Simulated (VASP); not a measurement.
# AlRu (Pm-3m) in VASP: notebook, part 2 of 2

VASP 6.6.1.

## 4. Single point, PBEsol

This run uses another cell than the first one, of 13.12 Å³/atom, 1.021 times its volume.

Contents of INCAR:

```
SYSTEM = AlRu
PREC = Accurate
ENCUT = 520
EDIFF = 1E-6
ISMEAR = -1
SIGMA = 0.05
LREAL = .FALSE.
LASPH = .TRUE.
NELM = 80
ALGO = Normal
ISIF = 2
LWAVE = .FALSE.
LCHARG = .FALSE.
GGA = PS
NBANDS = 16
```

Contents of KPOINTS:

```
regular mesh
0
G
  9 9 9
  0 0 0
```

Contents of POSCAR:

```
AlRu
1.0
    2.9715215427      0.0000000000      0.0000000000
    0.0000000000      2.9715215427      0.0000000000
    0.0000000000      0.0000000000      2.9715215427
Ru Al
1 1
Direct
    0.5000000000      0.5000000000      0.5000000000
    0.0000000000      0.0000000000      0.0000000000
```

Potentials or basis: VASP PAW PBE potentials, release 64 (Ru_pv, Al).

Launch:

```console
> cat potpaw_PBE.64/Ru_pv/POTCAR potpaw_PBE.64/Al/POTCAR > POTCAR
> mpirun -np 1 vasp_std > vasp.out
```

OUTCAR:

```text
SYSTEM = AlRu
   PREC = Accurate
   ENCUT = 520
   EDIFF = 1E-6
   ISMEAR = -1
   LREAL = .FALSE.
   LASPH = .TRUE.
   NELM = 80
   ISIF = 2
   GGA = PS

 ion  position               nearest neighbor table
   1  0.500  0.500  0.500-   2 2.57   2 2.57   2 2.57   2 2.57   2 2.57   2 2.57   2 2.57   2 2.57

   2  0.000  0.000  0.000-   1 2.57   1 2.57   1 2.57   1 2.57   1 2.57   1 2.57   1 2.57   1 2.57

  LATTYP: Found a simple cubic cell.
 ALAT       =     2.9715215427

  Lattice vectors:

 A1 = (   2.9715215427,   0.0000000000,   0.0000000000)
 A2 = (   0.0000000000,   2.9715215427,   0.0000000000)
 A3 = (   0.0000000000,   0.0000000000,   2.9715215427)

Analysis of symmetry for initial positions (statically):
=====================================================================
 Subroutine PRICEL returns:
 Original cell was already a primitive cell.

 Routine SETGRP: Setting up the symmetry group for a
 simple cubic supercell.

 Subroutine GETGRP returns: Found 48 space group operations
[... 9 lines left out ...]

 Routine SETGRP: Setting up the symmetry group for a
 simple cubic supercell.

 Subroutine GETGRP returns: Found 48 space group operations
[... 11 lines left out ...]
                                     Primitive cell

  volume of cell :      26.2384

  direct lattice vectors                    reciprocal lattice vectors
     2.971521543  0.000000000  0.000000000     0.336527932  0.000000000  0.000000000
     0.000000000  2.971521543  0.000000000     0.000000000  0.336527932  0.000000000
     0.000000000  0.000000000  2.971521543     0.000000000  0.000000000  0.336527932

  length of vectors
     2.971521543  2.971521543  2.971521543     0.336527932  0.336527932  0.336527932

  position of ions in fractional coordinates (direct lattice)
     0.500000000  0.500000000  0.500000000
     0.000000000  0.000000000  0.000000000

  ion indices of the primitive-cell ions
   primitive index   ion index
                 1           1
                 2           2

----------------------------------------------------------------------------------------

 KPOINTS: regular mesh

Automatic generation of k-mesh.
 Grid dimensions read from file:
 generate k-points for:    9    9    9

 Generating k-lattice:

  Cartesian coordinates                     Fractional coordinates (reciprocal lattice)
     0.037391992  0.000000000  0.000000000     0.111111111  0.000000000  0.000000000
     0.000000000  0.037391992  0.000000000     0.000000000  0.111111111  0.000000000
     0.000000000  0.000000000  0.037391992     0.000000000  0.000000000  0.111111111

  Length of vectors
     0.037391992  0.037391992  0.037391992

  Shift w.r.t. Gamma in fractional coordinates (k-lattice)
     0.000000000  0.000000000  0.000000000

 Subroutine IBZKPT returns following result:
 ===========================================

 Found     35 irreducible k-points:

 Following reciprocal coordinates:
            Coordinates               Weight
  0.000000  0.000000  0.000000      1.000000
  0.111111  0.000000  0.000000      6.000000
  0.222222  0.000000  0.000000      6.000000
  0.333333  0.000000  0.000000      6.000000
  0.444444  0.000000  0.000000      6.000000
  0.111111  0.111111  0.000000     12.000000
[... 16 lines left out ...]
  0.333333  0.333333  0.111111     24.000000
  0.444444  0.333333  0.111111     48.000000
 [... further k-points ...]
   k-points           NKPTS =     35   k-points in BZ     NKDIM =     35   number of bands    NBANDS=     16
   number of dos      NEDOS =    301   number of ions     NIONS =      2
   total plane-waves  NPLWV =  13824
   dimension x,y,z NGX =    24 NGY =   24 NGZ =   24
   dimension x,y,z NGXF=    48 NGYF=   48 NGZF=   48
   ions per type =               1   1
   NGX,Y,Z   is equivalent  to a cutoff of  13.43, 13.43, 13.43 a.u.
   NGXF,Y,Z  is equivalent  to a cutoff of  26.85, 26.85, 26.85 a.u.
 SYSTEM =  AlRu
   PREC   = accura    normal or accurate (medium, high low for compatibility)
   ISTART =      0    job   : 0-new  1-cont  2-samecut
   ICHARG =      2    charge: 1-file 2-atom 10-const
   ISPIN  =      1    spin polarized calculation?
   LNONCOLLINEAR =      F non collinear calculations
   LSORBIT =      F    spin-orbit coupling
   LASPH  =      T    aspherical Exc in radial PAW
   ENCUT  =  520.0 eV  38.22 Ry    6.18 a.u.   5.53  5.53  5.53*2*pi/ulx,y,z
   NELM   =     80;   NELMIN=  2; NELMDL= -5     # of ELM steps
   EDIFF  = 0.1E-05   stopping-criterion for ELM
   LREAL  =      F    real-space projection
   EDIFFG = 0.1E-04   stopping-criterion for IOM
   NSW    =      0    number of steps for IOM
   IBRION =     -1    ionic relax: 0-MD 1-quasi-New 2-CG
   NFREE  =      0    steps in history (QN), initial steepest desc. (CG)
   ISIF   =      2    stress and relaxation
   ISYM   =      2    0-nonsym 1-usesym 2-fastsym
   POTIM  = 0.5000    time-step for ionic-motion
   TEBEG  =    0.0;   TEEND  =   0.0 temperature during run
   PSTRESS=    0.0 pullay stress
   NELECT =      17.0000    total number of electrons
   NUPDOWN=      -1.0000    fix difference up-down
   EMIN   =  10.00;   EMAX   =-10.00  energy-range for DOS
   EFERMI =   0.00;   METHOD = LEGACY
   ISMEAR =    -1;   SIGMA  =   0.05  broadening in eV -4-tet -1-fermi 0-gaus
   EFERMI_NEDOS =   21; number of points for ismear=-14 and -15
   IALGO  =     38    algorithm
   IMIX   =      4    mixing-type and parameters
     AMIX     =   0.40;   BMIX     =  1.00
     AMIX_MAG =   1.60;   BMIX_MAG =  1.00
  volume/ion in A,a.u.               =      13.12        88.53
  Fermi-wavevector in a.u.,A,eV,Ry     =   1.416595  2.676976 27.303360  2.006740
  Thomas-Fermi vector in A             =   2.537913
   LORBIT       =      0    0 simple, 1 ext, 2 COOP (PROOUT), +10 PAW based schemes
   GGA     = PS    functional components
   LHFCALC =     F    Hartree Fock is set to
   AEXX    =    0.0000 exact exchange contribution
   IVDW    =     0    specifies the selected vdW correction
   LEPSILON=     F    determine dielectric tensor
   LRPA    =     F    only Hartree local field effects (RPA)
 non-spin polarized calculation
  energy-cutoff  :      520.00
  volume of cell :       26.24
 maximum number of plane-waves:       739
 NGX is ok and might be reduce to    24
   NGX = 11   NGY = 11   NGZ = 11

 number of electron      16.9999996 magnetization

 Free energy of the ion-electron system (eV)
  ---------------------------------------------------
  ext. energy  EPLUGINS =         0.00000000
  ---------------------------------------------------
  free energy    TOTEN  =       -15.52503669 eV

  energy without entropy =      -15.51049307  energy(sigma->0) =      -15.51776488

 E-fermi :  10.8026     XC(G=0): -12.7937

 val. band max:       10.7857529515   @ k =   0.4444   0.4444   0.1111
 cond. band min:      10.8067220040   @ k =   0.4444   0.1111   0.1111
 fundamental gap:      0.0209690526
 Fermi energy:        10.8025813290

 k-point     1 :       0.0000    0.0000    0.0000
  band No.  band energies     occupation
      1     -30.8611      2.00000
      2     -30.8611      2.00000
      3     -30.8611      2.00000
      4       1.0820      2.00000
      5       7.1753      2.00000
      6       7.1753      2.00000
[... 8 lines left out ...]
     15      22.8266      0.00000
     16      26.3494      0.00000

 k-point     2 :       0.1111    0.0000    0.0000
  band No.  band energies     occupation
      1     -30.8881      2.00000
      2     -30.8589      2.00000
      3     -30.8589      2.00000
      4       1.3227      2.00000
      5       7.2571      2.00000
      6       7.2596      2.00000
[... 8 lines left out ...]
     15      22.8366      0.00000
     16      27.1098      0.00000

 k-point     3 :       0.2222    0.0000    0.0000
  band No.  band energies     occupation
      1     -30.9557      2.00000
      2     -30.8531      2.00000
      3     -30.8531      2.00000
      4       2.0173      2.00000
      5       7.3334      2.00000
      6       7.4853      2.00000
[... 8 lines left out ...]
     15      23.7100      0.00000
     16      28.0679      0.00000
[... 362 lines left out ...]
 k-point    23 :       0.3333    0.3333    0.1111
  band No.  band energies     occupation
      1     -31.0110      2.00000
      2     -31.0071      2.00000
      3     -30.8573      2.00000
      4       4.5467      2.00000
      5       7.1076      2.00000
      6       8.3252      2.00000
[... 8 lines left out ...]
     15      24.4994      0.00000
     16      25.5495      0.00000

 k-point    24 :       0.4444    0.3333    0.1111
  band No.  band energies     occupation
      1     -31.0566      2.00000
      2     -31.0032      2.00000
      3     -30.8528      2.00000
      4       4.9569      2.00000
      5       7.0273      2.00000
      6       8.3027      2.00000
[... 8 lines left out ...]
     15      24.0976      0.00000
     16      24.5746      0.00000

 [... further k-points ...]
[... 5 lines left out ...]
  --------------------------------------------------------------------------------------
  -------------------------------------------------------------------------------------
  Total        0.1723078      0.1723078      0.1723078      0.0000000      0.0000000     -0.0000000
  in kB       10.5215271     10.5215271     10.5215271      0.0000000      0.0000000     -0.0000000
  external PRESSURE =      10.5215271 kB  Pullay stress =       0.0000000 kB

 VOLUME and BASIS-vectors are now :
 -----------------------------------------------------------------------------
  energy-cutoff  :      520.00
  volume of cell :       26.24
      direct lattice vectors                 reciprocal lattice vectors
     2.971521543  0.000000000  0.000000000     0.336527932  0.000000000  0.000000000
     0.000000000  2.971521543  0.000000000     0.000000000  0.336527932  0.000000000
     0.000000000  0.000000000  2.971521543     0.000000000  0.000000000  0.336527932

 POSITION                                       TOTAL-FORCE (eV/Angst)
 -----------------------------------------------------------------------------------
      1.48576      1.48576      1.48576         0.000000      0.000000      0.000000
      0.00000      0.00000      0.00000         0.000000      0.000000      0.000000
 -----------------------------------------------------------------------------------
    total drift:                                0.000000     -0.000000     -0.000000

  FREE ENERGIE OF THE ION-ELECTRON SYSTEM (eV)
  ---------------------------------------------------
  free  energy   TOTEN  =       -15.5250366871 eV

  energy  without entropy=      -15.5104930682  energy(sigma->0) =      -15.51776488
```

OSZICAR:

```text
N       E                     dE             d eps       ncg     rms          rms(c)
DAV:   1     0.116799929045E+03    0.11680E+03   -0.92099E+03  1128   0.988E+02
DAV:   2    -0.144379805802E+02   -0.13124E+03   -0.12477E+03  1296   0.295E+02
DAV:   3    -0.163335010237E+02   -0.18955E+01   -0.18888E+01  1472   0.369E+01
DAV:   4    -0.163467057527E+02   -0.13205E-01   -0.13188E-01  1320   0.326E+00
DAV:   5    -0.163469136085E+02   -0.20786E-03   -0.20755E-03  1416   0.397E-01    0.138E+01
DAV:   6    -0.156237427626E+02    0.72317E+00   -0.26466E+00  1264   0.177E+01    0.239E+00
DAV:   7    -0.155457331305E+02    0.78010E-01   -0.20186E-01  1192   0.504E+00    0.215E+00
DAV:   8    -0.155256878300E+02    0.20045E-01   -0.21874E-02  1304   0.125E+00    0.225E-01
DAV:   9    -0.155250526103E+02    0.63522E-03   -0.10463E-03  1352   0.327E-01    0.148E-01
DAV:  10    -0.155250376742E+02    0.14936E-04   -0.48052E-05  1264   0.687E-02    0.135E-02
DAV:  11    -0.155250366871E+02    0.98710E-06   -0.14839E-06  1336   0.876E-03
   1 F= -.15525037E+02 E0= -.15517765E+02  d E =-.145436E-01
```

stdout:

```text
POSCAR found type information on POSCAR RuAl
 POSCAR found :  2 types and       2 ions
 scaLAPACK will be used
 -----------------------------------------------------------------------------
|                                                                             |
|                                                                             |
|     You enforced a specific xc type in the INCAR file but a different       |
|     I HOPE YOU KNOW WHAT YOU ARE DOING!                                     |
|                                                                             |
 -----------------------------------------------------------------------------

 LDA part: xc-table for (Slater+PW92), standard interpolation
 POSCAR, INCAR and KPOINTS ok, starting setup
 FFT: planning ... GRIDC
 FFT: planning ... GRID_SOFT
 FFT: planning ... GRID
 WAVECAR not read
 entering main loop
```

Run time: 4.2 s. Hardware: 1 thread of Intel Xeon 6975P-C (Granite Rapids), shared host; peak memory 0.14 GiB.

What came out:

```
Free energy : -15.5250 eV
Pressure    : 1.1 GPa
```

Caveat: the PAW data sets were made with another functional, which shifts forces and pressure a little.

## 5. Overview

```csv
level,potentials or basis,cell,gap on the mesh (eV),pressure (GPa)
PBEsol,"VASP PAW PBE potentials, release 64 (Ru_pv, Al)","a = 2.951 Å, 2 atoms",none,5.9
LDA,"VASP PAW LDA potentials, release 64 (Ru_pv, Al)","a = 2.972 Å, 2 atoms",none,-3.5
PBEsol,"VASP PAW PBE potentials, release 64 (Ru_pv, Al)","a = 2.972 Å, 2 atoms",none,1.1
```

Alike in all rows: task single point; no spin polarisation; k mesh 9 × 9 × 9; cutoff (eV) 520; smearing fermi-dirac 0.05 eV.

Caveats: the PAW data sets were made with another functional, which shifts forces and pressure a little (some runs).

Total energies depend on the potentials used, so only differences within one code and one set of settings carry meaning.
